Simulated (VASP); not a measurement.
Here is a VASP 6.6.1 calculation.

The input INCAR:

```
SYSTEM = Ni
PREC = Accurate ; ENCUT = 600
EDIFF = 1E-6 ; ISMEAR = 0
SIGMA = 0.1 ; LREAL = .FALSE.
LASPH = .TRUE. ; NELM = 150
ALGO = Fast ; ISIF = 3
LWAVE = .FALSE. ; LCHARG = .FALSE.
ISPIN = 2 ; MAGMOM = 0.83
LORBIT = 11 ; LMAXMIX = 4
GGA = PS ; IBRION = 2
NSW = 100 ; EDIFFG = -0.005
```

File KPOINTS:

```
Automatic mesh
0
G
  20 20 20
  0 0 0
```

The input POSCAR:

```
Ni
1.0
    0.0000000000      1.7331559942      1.7331559942
    1.7331559942      0.0000000000      1.7331559942
    1.7331559942      1.7331559942      0.0000000000
Ni
1
Direct
    0.0000000000      0.0000000000      0.0000000000
```

Potentials or basis: VASP PAW PBE potentials, release 64 (Ni).

Run with:

```bash
$ cat potpaw_PBE.64/Ni/POTCAR > POTCAR
$ mpirun -np 1 vasp_std > vasp.out
```

(1) What does it give for the space group after relaxing (to 0.1 Å)?

(2) Estimate the site moments.

Answers

(1) Fm-3m (No. 225).

(2) Ni +0.63 μB.
